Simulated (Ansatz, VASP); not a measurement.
**RbAu2 in VASP and in Ansatz**

```
Rb Au
1.0
     4.71616    0.00000    0.00000
    -2.35808    4.08431    0.00000
     0.00000    0.00000    5.05642
Rb Au
1 2
Direct
  0.00000 0.00000 0.50000
  0.33333 0.66667 0.00000
  0.66667 0.33333 0.00000
```

Alike in both runs: task relaxation of cell and atoms; functional PBE; k mesh 6 × 6 × 4; occupations gaussian, width 0.1 eV; no spin polarisation.

```csv
,VASP,Ansatz
version,VASP 6.6.1,Ansatz 0.2.0
potentials or method,"VASP PAW PBE potentials, release 64 (Rb_sv, Au), cutoff 600 eV","scalar-relativistic, plane waves, PAW"
valence electrons in the cell,31,47
```

|  | VASP | Ansatz | Ansatz less VASP |
| --- | --- | --- | --- |
| gap on the k mesh at the Fermi level, each at its own relaxed structure (eV) | none | none | - |
| relaxed volume (Å³/atom) | 32.13 | 32.47 | +0.336 |
| relaxed length of the cell vector where the two differ most in proportion (Å) | 5.024 | 5.056 | +0.0325 |

A gap of «none» marks a metal or a gap that the smearing closes. VASP's potentials hold 31 valence electrons a cell and Ansatz's 47, so a difference there can come from the potentials and not from the codes.

Spin-orbit coupling is off throughout.
